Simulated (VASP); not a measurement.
# CoO (R-3m) in VASP: notebook

The runs below take CoO through single point, with PBE, LDA, r2SCAN.

Everything below comes from runs of VASP 6.6.1. Logs are shortened: lines on timing, memory, paths and dates and some standing lists are left out, and cuts for length are marked.

### 1 The cell of the first run

The structure is trigonal, space group R-3m (No. 166). The conventional cell has a = 3.011 Å, b = 3.011 Å, c = 7.320 Å, α = 90.00°, β = 90.00°, γ = 120.00°. Co (site symmetry -3m) has 6 O at 2.12 Å within 2.8 Å. O (site symmetry -3m) has 6 Co at 2.12 Å within 2.8 Å.

### 2 Single point, PBE, collinear spin, ferromagnetic start

Input file INCAR:

```
ALGO = Normal
EDIFF = 1E-6
ENCUT = 520
GGA = PE
ISIF = 2
ISMEAR = 0
ISPIN = 2
LASPH = T
LCHARG = F
LMAXMIX = 4
LORBIT = 11
LREAL = F
LWAVE = F
MAGMOM = 2 0
NBANDS = 18
NELM = 150
PREC = Accurate
SIGMA = 0.1
```

Input file KPOINTS:

```
k-points
0
Gamma
  11 11 11
```

Input file POSCAR:

```
CoO
1.0
    1.5054695445      0.8691832468      2.4399269062
   -1.5054695445      0.8691832468      2.4399269062
    0.0000000000     -1.7383664936      2.4399269062
Co O
1 1
Direct
    0.0000000000      0.0000000000      0.0000000000
    0.5000000000      0.5000000000      0.5000000000
```

Potentials or basis: VASP PAW PBE potentials, release 64 (Co, O).

Started as:

```console
$ cat potpaw_PBE.64/Co/POTCAR potpaw_PBE.64/O/POTCAR > POTCAR
$ mpirun -np 1 vasp_std > vasp.out
```

OUTCAR:

```text
EDIFF = 1E-6
   ENCUT = 520
   GGA = PE
   ISIF = 2
   ISMEAR = 0
   ISPIN = 2
   LASPH = T
   LORBIT = 11
   LREAL = F
   NELM = 150
   PREC = Accurate

 ion  position               nearest neighbor table
   1  0.000  0.000  0.000-   2 2.12   2 2.12   2 2.12   2 2.12   2 2.12   2 2.12
   2  0.500  0.500  0.500-   1 2.12   1 2.12   1 2.12   1 2.12   1 2.12   1 2.12

  LATTYP: Found a trigonal (rhomboedric) cell.
 ALAT       =     2.9958573687
 COS(alpha) =     0.4949531368

  Lattice vectors:

 A1 = (   1.5054695445,   0.8691832468,   2.4399269062)
 A2 = (  -1.5054695445,   0.8691832468,   2.4399269062)
 A3 = (   0.0000000000,  -1.7383664936,   2.4399269062)

Analysis of symmetry for initial positions (statically):
=====================================================================
 Subroutine PRICEL returns:
 Original cell was already a primitive cell.

 Routine SETGRP: Setting up the symmetry group for a
 trigonal (rhombohedral) supercell.

 Subroutine GETGRP returns: Found 12 space group operations
 (whereof 12 operations were pure point group operations)
 out of a pool of 12 trial point group operations.

The static configuration has the point symmetry D_3d.

Analysis of symmetry for dynamics (positions and initial velocities):
=====================================================================
 Subroutine PRICEL returns:
 Original cell was already a primitive cell.

 Routine SETGRP: Setting up the symmetry group for a
 trigonal (rhombohedral) supercell.

 Subroutine GETGRP returns: Found 12 space group operations
 (whereof 12 operations were pure point group operations)
 out of a pool of 12 trial point group operations.

The dynamic configuration has the point symmetry D_3d.

Analysis of structural, dynamic, and magnetic symmetry:
=====================================================================
 Subroutine PRICEL returns:
 Original cell was already a primitive cell.

 Routine SETGRP: Setting up the symmetry group for a
 trigonal (rhombohedral) supercell.

 Subroutine GETGRP returns: Found 12 space group operations
 (whereof 12 operations were pure point group operations)
 out of a pool of 12 trial point group operations.

The overall configuration has the point symmetry D_3d.

 Subroutine INISYM returns: Found 12 space group operations
[... 109 lines left out ...]
   NUPDOWN=      -1.0000    fix difference up-down
   EMIN   =  10.00;   EMAX   =-10.00  energy-range for DOS
   EFERMI =   0.00;   METHOD = LEGACY
   ISMEAR =     0;   SIGMA  =   0.10  broadening in eV -4-tet -1-fermi 0-gaus
   EFERMI_NEDOS =   21; number of points for ismear=-14 and -15
   IALGO  =     38    algorithm
   IMIX   =      4    mixing-type and parameters
     AMIX     =   0.40;   BMIX     =  1.00
     AMIX_MAG =   1.60;   BMIX_MAG =  1.00
  volume/ion in A,a.u.               =       9.58        64.64
  Fermi-wavevector in a.u.,A,eV,Ry     =   1.508927  2.851458 30.978555  2.276860
  Thomas-Fermi vector in A             =   2.619316
   LORBIT       =     11    0 simple, 1 ext, 2 COOP (PROOUT), +10 PAW based schemes
   GGA     = PE    functional components
   LHFCALC =     F    Hartree Fock is set to
   AEXX    =    0.0000 exact exchange contribution
   IVDW    =     0    specifies the selected vdW correction
   LEPSILON=     F    determine dielectric tensor
   LRPA    =     F    only Hartree local field effects (RPA)
 spin polarized calculation
 Gauss-broadening in eV      SIGMA  =   0.10
  energy-cutoff  :      520.00
  volume of cell :       19.16
 maximum number of plane-waves:       532
   NGX = 11   NGY = 11   NGZ = 11

 number of electron      15.0000005 magnetization       2.8815669

 Free energy of the ion-electron system (eV)
  ---------------------------------------------------
  ext. energy  EPLUGINS =         0.00000000
  ---------------------------------------------------
  free energy    TOTEN  =       -13.05735409 eV

  energy without entropy =      -13.03646451  energy(sigma->0) =      -13.04690930

 E-fermi :   8.0271     XC(G=0): -12.4587

 val. band max:        8.0265381663   @ k =   0.4545   0.2727   0.1818
 cond. band min:       8.0286087930   @ k =  -0.1818  -0.3636   0.0909
 fundamental gap:      0.0020706267
 Fermi energy:         8.0271492490

 spin component 1

 k-point     1 :       0.0000    0.0000    0.0000
  band No.  band energies     occupation
      1     -12.2399      1.00000
      2       4.7701      1.00000
      3       4.7701      1.00000
      4       4.8610      1.00000
      5       4.8610      1.00000
      6       4.9095      1.00000
[... 493 lines left out ...]
     17      35.8589      0.00000
     18      37.6562      0.00000

 [... further k-points ...]

 spin component 2

 k-point     1 :       0.0000    0.0000    0.0000
  band No.  band energies     occupation
      1     -11.7481      1.00000
      2       5.4085      1.00000
      3       5.4085      1.00000
      4       5.4617      1.00000
      5       6.9048      1.00000
      6       6.9048      1.00000
[... 493 lines left out ...]
     17      36.4571      0.00000
     18      38.2592      0.00000

 [... further k-points ...]
[... 5 lines left out ...]
  --------------------------------------------------------------------------------------
  -------------------------------------------------------------------------------------
  Total       -0.0557709     -0.0557709     -0.1138764      0.0000000      0.0000000     -0.0000000
  in kB       -4.6645209     -4.6645209     -9.5243008      0.0000000      0.0000000     -0.0000000
  external PRESSURE =      -6.2844476 kB  Pullay stress =       0.0000000 kB

 VOLUME and BASIS-vectors are now :
 -----------------------------------------------------------------------------
  energy-cutoff  :      520.00
  volume of cell :       19.16
      direct lattice vectors                 reciprocal lattice vectors
     1.505469544  0.869183247  2.439926906     0.332122295  0.191750896  0.136616114
    -1.505469544  0.869183247  2.439926906    -0.332122295  0.191750896  0.136616114
     0.000000000 -1.738366494  2.439926906     0.000000000 -0.383501793  0.136616114

 POSITION                                       TOTAL-FORCE (eV/Angst)
 -----------------------------------------------------------------------------------
      0.00000      0.00000      0.00000        -0.000000      0.000000      0.000000
      0.00000      0.00000      3.65989         0.000000     -0.000000     -0.000000
 -----------------------------------------------------------------------------------
    total drift:                               -0.000000      0.000000     -0.000000

  FREE ENERGIE OF THE ION-ELECTRON SYSTEM (eV)
  ---------------------------------------------------
  free  energy   TOTEN  =       -13.0573540892 eV

  energy  without entropy=      -13.0364645055  energy(sigma->0) =      -13.04690930

 total charge

# of ion       s       p       d       tot
------------------------------------------
    1        0.296   0.362   7.151   7.808
    2        1.556   3.427   0.000   4.983
--------------------------------------------------
tot          1.852   3.789   7.151  12.791

 magnetization (x)

# of ion       s       p       d       tot
------------------------------------------
    1        0.021   0.018   2.502   2.540
    2        0.029   0.263   0.000   0.292
--------------------------------------------------
tot          0.049   0.281   2.502   2.832
```

stdout:

```text
POSCAR found type information on POSCAR CoO
 POSCAR found :  2 types and       2 ions
 scaLAPACK will be used
 LDA part: xc-table for (Slater+PW92), standard interpolation
 POSCAR, INCAR and KPOINTS ok, starting setup
 FFT: planning ... GRIDC
 FFT: planning ... GRID_SOFT
 FFT: planning ... GRID
 WAVECAR not read
 entering main loop
```

It took 70 s on 1 thread of Intel Xeon Platinum 8375C at 2.90GHz (Ice Lake), shared host; peak memory 0.21 GiB.

Results:

- Free energy: -13.0574 eV
- Pressure: -0.6 GPa
- Net moment: 2.88 μB per cell
- Site moments: Co +2.54; O +0.29 μB
- Valence electrons inside the program's atomic spheres: Co 7.81; O 4.98

Stress tensor (GPa, compression positive):
```
-0.47  0.00  0.00
 0.00 -0.47  0.00
 0.00  0.00 -0.95
```

Caveat: a cell with one magnetic atom can't hold antiferromagnetic order, which such compounds often take; semilocal functionals often make such compounds metallic where correlation or magnetic order opens a gap, which also shifts bond lengths.

### 3 Single point, LDA, collinear spin, ferromagnetic start

Input file INCAR:

```
SYSTEM = CoO
PREC = Accurate
ENCUT = 520
EDIFF = 1E-6
ISMEAR = 0
SIGMA = 0.05
LREAL = .False.
LASPH = .True.
NELM = 150
ALGO = Normal
ISIF = 2
LWAVE = .False.
LCHARG = .False.
ISPIN = 2
MAGMOM = 0 2
LORBIT = 11
LMAXMIX = 4
GGA = CA
NBANDS = 18
```

Input file KPOINTS:

```
regular mesh
0
Gamma
  11 11 11
  0 0 0
```

Input file POSCAR:

```
CoO
1.0
    1.5054695450      0.8691832471      2.4399269067
   -1.5054695450      0.8691832471      2.4399269067
    0.0000000000     -1.7383664941      2.4399269067
O Co
1 1
Direct
    0.5000000000      0.5000000001      0.5000000000
    0.0000000000      0.0000000000      0.0000000000
```

Potentials or basis: VASP PAW LDA potentials, release 64 (O, Co).

Started as:

```console
$ cat potpaw_LDA.64/O/POTCAR potpaw_LDA.64/Co/POTCAR > POTCAR
$ mpirun -np 1 vasp_std > vasp.out
```

OUTCAR:

```text
SYSTEM = CoO
   PREC = Accurate
   ENCUT = 520
   EDIFF = 1E-6
   ISMEAR = 0
   LREAL = .False.
   LASPH = .True.
   NELM = 150
   ISIF = 2
   ISPIN = 2
   LORBIT = 11
   GGA = CA

 ion  position               nearest neighbor table
   1  0.500  0.500  0.500-   2 2.12   2 2.12   2 2.12   2 2.12   2 2.12   2 2.12
   2  0.000  0.000  0.000-   1 2.12   1 2.12   1 2.12   1 2.12   1 2.12   1 2.12

  LATTYP: Found a trigonal (rhomboedric) cell.
 ALAT       =     2.9958573694
 COS(alpha) =     0.4949531367

  Lattice vectors:

 A1 = (   1.5054695450,   0.8691832471,   2.4399269067)
 A2 = (  -1.5054695450,   0.8691832471,   2.4399269067)
 A3 = (   0.0000000000,  -1.7383664941,   2.4399269067)

Analysis of symmetry for initial positions (statically):
=====================================================================
 Subroutine PRICEL returns:
 Original cell was already a primitive cell.

 Routine SETGRP: Setting up the symmetry group for a
 trigonal (rhombohedral) supercell.

 Subroutine GETGRP returns: Found 12 space group operations
 (whereof 12 operations were pure point group operations)
 out of a pool of 12 trial point group operations.

[... 695 lines left out ...]
      1     -11.8804      1.00000
      2       4.9844      1.00000
      3       4.9844      1.00000
      4       5.0372      1.00000
      5       6.6355      1.00000
      6       6.6355      1.00000
[... 493 lines left out ...]
     17      35.9369      0.00000
     18      37.7564      0.00000

 [... further k-points ...]
[... 5 lines left out ...]
  --------------------------------------------------------------------------------------
  -------------------------------------------------------------------------------------
  Total       -2.2696155     -2.2696155     -2.2931154      0.0000000     -0.0000000      0.0000000
  in kB     -189.8241605   -189.8241605   -191.7896256      0.0000000     -0.0000000      0.0000000
  external PRESSURE =    -190.4793155 kB  Pullay stress =       0.0000000 kB

 VOLUME and BASIS-vectors are now :
 -----------------------------------------------------------------------------
  energy-cutoff  :      520.00
  volume of cell :       19.16
      direct lattice vectors                 reciprocal lattice vectors
     1.505469545  0.869183247  2.439926907     0.332122295  0.191750896  0.136616114
    -1.505469545  0.869183247  2.439926907    -0.332122295  0.191750896  0.136616114
     0.000000000 -1.738366494  2.439926907     0.000000000 -0.383501793  0.136616114

 POSITION                                       TOTAL-FORCE (eV/Angst)
 -----------------------------------------------------------------------------------
     -0.00000      0.00000      3.65989         0.000000     -0.000000      0.000000
      0.00000      0.00000      0.00000         0.000000      0.000000     -0.000000
 -----------------------------------------------------------------------------------
    total drift:                                0.000000     -0.000000     -0.000000

  FREE ENERGIE OF THE ION-ELECTRON SYSTEM (eV)
  ---------------------------------------------------
  free  energy   TOTEN  =       -14.6667477463 eV

  energy  without entropy=      -14.6623977820  energy(sigma->0) =      -14.66457276

 total charge

# of ion       s       p       d       tot
------------------------------------------
    1        1.546   3.386   0.000   4.931
    2        0.299   0.365   7.188   7.852
--------------------------------------------------
tot          1.844   3.750   7.188  12.783

 magnetization (x)

# of ion       s       p       d       tot
------------------------------------------
    1        0.029   0.275   0.000   0.303
    2        0.019   0.018   2.387   2.424
--------------------------------------------------
tot          0.048   0.292   2.387   2.727
```

It took 64 s on 1 thread of Intel Xeon Platinum 8375C at 2.90GHz (Ice Lake), shared host; peak memory 0.19 GiB.

What came out:

| Item | Value |
| --- | --- |
| Free energy | -14.6667 eV |
| Pressure | -19.0 GPa |
| Net moment | 2.79 μB per cell |
| Site moments | O +0.30; Co +2.42 μB |
| Valence electrons inside the program's atomic spheres | O 4.93; Co 7.85 |

Stress tensor (GPa, compression positive):
```
-18.98   0.00   0.00
  0.00 -18.98   0.00
  0.00   0.00 -19.18
```

Caveat: a cell with one magnetic atom can't hold antiferromagnetic order, which such compounds often take; semilocal functionals often make such compounds metallic where correlation or magnetic order opens a gap, which also shifts bond lengths. With open d or f shells a metallic result of LDA can be an artefact of self-interaction; +U or a hybrid may open a gap.

### 4 Single point, LDA, collinear spin, ferromagnetic start

This run uses another cell than the first one, of 10.15 Å³/atom, 1.060 times its volume.

Input file INCAR:

```
PREC = Accurate
ENCUT = 520
EDIFF = 1E-6
ISMEAR = -1
SIGMA = 0.05
LREAL = F
LASPH = T
NELM = 150
ALGO = Normal
ISIF = 2
LWAVE = F
LCHARG = F
ISPIN = 2
MAGMOM = 2 0
LORBIT = 11
LMAXMIX = 4
NBANDS = 18
```

Input file KPOINTS:

```
regular mesh
0
Gamma
  11 11 11
```

Input file POSCAR:

```
CoO
1.0
    1.5349960513      0.8862303835      2.4877807593
   -1.5349960513      0.8862303835      2.4877807593
    0.0000000000     -1.7724607669      2.4877807593
Co O
1 1
Direct
    0.0000000000      0.0000000000      0.0000000000
    0.5000000000      0.5000000000      0.5000000000
```

Potentials or basis: VASP PAW LDA potentials, release 64 (Co, O).

Started as:

```console
$ cat potpaw_LDA.64/Co/POTCAR potpaw_LDA.64/O/POTCAR > POTCAR
$ mpirun -np 1 vasp_std > vasp.out
```

Run time: 66 s. Hardware: 1 thread of Intel Xeon Platinum 8259CL at 2.50GHz (Skylake/Cascade Lake), shared host; peak memory 0.19 GiB.

The run converged. Its results:

| Item | Value |
| --- | --- |
| Free energy | -14.5208 eV |
| Pressure | -25.8 GPa |
| Net moment | 2.89 μB per cell |
| Site moments | Co +2.51; O +0.32 μB |
| Valence electrons inside the program's atomic spheres | Co 7.75; O 4.91 |

Levels at points of the mesh, in eV from the Fermi level:
Spin up:
| k point | band 7 | band 8 | band 9 | band 10 | band 11 | band 12 |
| --- | --- | --- | --- | --- | --- | --- |
| (0.00, 0.00, 0.00) | -2.95 | -2.95 | -2.92 | 0.70 | 16.47 | 17.50 |
Spin down:
```
           k point  band 3  band 4  band 5  band 6  band 7  band 8  band 9  band 10
(0.00, 0.00, 0.00)   -2.50   -2.45   -1.00   -1.00   -0.97   -0.36   -0.36     1.23
```

Caveat: a cell with one magnetic atom can't hold antiferromagnetic order, which such compounds often take; semilocal functionals often make such compounds metallic where correlation or magnetic order opens a gap, which also shifts bond lengths. With open d or f shells a metallic result of LDA can be an artefact of self-interaction; +U or a hybrid may open a gap.

### 5 Single point, r2SCAN, collinear spin, ferromagnetic start

This run uses another cell than the first one, of 9.20 Å³/atom, 0.960 times its volume.

Input file POSCAR:

```
CoO
1.0
    1.4851228673      0.8574360872      2.4069508786
   -1.4851228673      0.8574360872      2.4069508786
    0.0000000000     -1.7148721745      2.4069508786
Co O
1 1
Direct
    0.0000000000      0.0000000000      0.0000000000
    0.5000000000      0.5000000000      0.5000000000
```

Input file INCAR.step1:

```
SYSTEM = CoO
  PREC = Accurate
  ENCUT = 520
  ISMEAR = -1
  SIGMA = 0.05
  LREAL = .FALSE.
  LASPH = .TRUE.
  NELM = 150
  ISPIN = 2
  MAGMOM = 2 0
  LMAXMIX = 4
  NBANDS = 18
  GGA = PE
  ALGO = Normal
  EDIFF = 1E-4
  LWAVE = .TRUE.
  LCHARG = .FALSE.
```

Input file INCAR.step2:

```
SYSTEM = CoO
  PREC = Accurate
  ENCUT = 520
  EDIFF = 1E-6
  ISMEAR = -1
  SIGMA = 0.05
  LREAL = .FALSE.
  LASPH = .TRUE.
  NELM = 150
  ALGO = Normal
  ISIF = 2
  LWAVE = .FALSE.
  LCHARG = .FALSE.
  ISPIN = 2
  MAGMOM = 2 0
  LORBIT = 11
  LMAXMIX = 4
  METAGGA = R2SCAN
  LMIXTAU = .TRUE.
  NBANDS = 18
  ISTART = 1
```

Input file KPOINTS:

```
Automatic mesh
0
G
  11 11 11
  0 0 0
```

Potentials or basis: VASP PAW PBE potentials, release 64 (Co, O).

Started as:

```console
$ cat potpaw_PBE.64/Co/POTCAR potpaw_PBE.64/O/POTCAR > POTCAR
$ cp INCAR.step1 INCAR
$ mpirun -np 1 vasp_std > vasp.out
$ cp INCAR.step2 INCAR
$ mpirun -np 1 vasp_std > vasp.out
```

Run time: 5.8 min. Hardware: 1 thread of Intel Xeon Platinum 8259CL at 2.50GHz (Skylake/Cascade Lake), shared host; peak memory 0.21 GiB.

It converged, with:

| Quantity | Value |
| --- | --- |
| Free energy | -21.0757 eV |
| Pressure | 3.3 GPa |
| Band gap on the k mesh | zero (filled and empty bands overlap) |
| Net moment | 3.00 μB per cell |
| Site moments | Co +2.69; O +0.29 μB |
| Valence electrons inside the program's atomic spheres | Co 7.85; O 5.06 |

Stress tensor (GPa, compression positive):
```
3.33 0.00 0.00
0.00 3.33 0.00
0.00 0.00 3.14
```

Levels at points of the mesh, in eV from the Fermi level:
Spin up:
```tsv
k point	band 7	band 8	band 9	band 10	band 11	band 12
(0.00, 0.00, 0.00)	-3.52	-3.52	-3.47	1.66	17.71	18.97
```
Spin down:
```csv
k point,band 2,band 3,band 4,band 5,band 6,band 7,band 8,band 9,band 10,band 11
"(0.00, 0.00, 0.00)",-2.79,-2.79,-2.73,-1.23,-1.23,-1.18,0.95,0.95,2.47,18.03
```

Caveat: the PAW data sets were made with another functional, which shifts forces and pressure a little; a cell with one magnetic atom can't hold antiferromagnetic order, which such compounds often take; semilocal functionals often make such compounds metallic where correlation or magnetic order opens a gap, which also shifts bond lengths.

### 6 The runs side by side

```tsv
level	potentials or basis	cell	smearing	gap on the mesh (eV)	pressure (GPa)	moment (μB)
PBE	VASP PAW PBE potentials, release 64 (Co, O)	a = 2.996 Å, angles 60.3°, 2 atoms	gaussian 0.1 eV	none	-0.6	2.88
LDA	VASP PAW LDA potentials, release 64 (O, Co)	a = 2.996 Å, angles 60.3°, 2 atoms	gaussian 0.05 eV	none	-19.0	2.79
LDA	VASP PAW LDA potentials, release 64 (Co, O)	a = 3.055 Å, angles 60.3°, 2 atoms	fermi-dirac 0.05 eV	none	-25.8	2.89
r2SCAN	VASP PAW PBE potentials, release 64 (Co, O)	a = 2.955 Å, angles 60.3°, 2 atoms	fermi-dirac 0.05 eV	none	3.3	3.00
```

Alike in all rows: task single point; spin collinear, ferromagnetic start; k mesh 11 × 11 × 11; cutoff (eV) 520.

Caveats: a cell with one magnetic atom can't hold antiferromagnetic order, which such compounds often take; semilocal functionals often make such compounds metallic where correlation or magnetic order opens a gap, which also shifts bond lengths; the PAW data sets were made with another functional, which shifts forces and pressure a little (some runs).

Absolute energies hang on the potentials; compare differences alone.
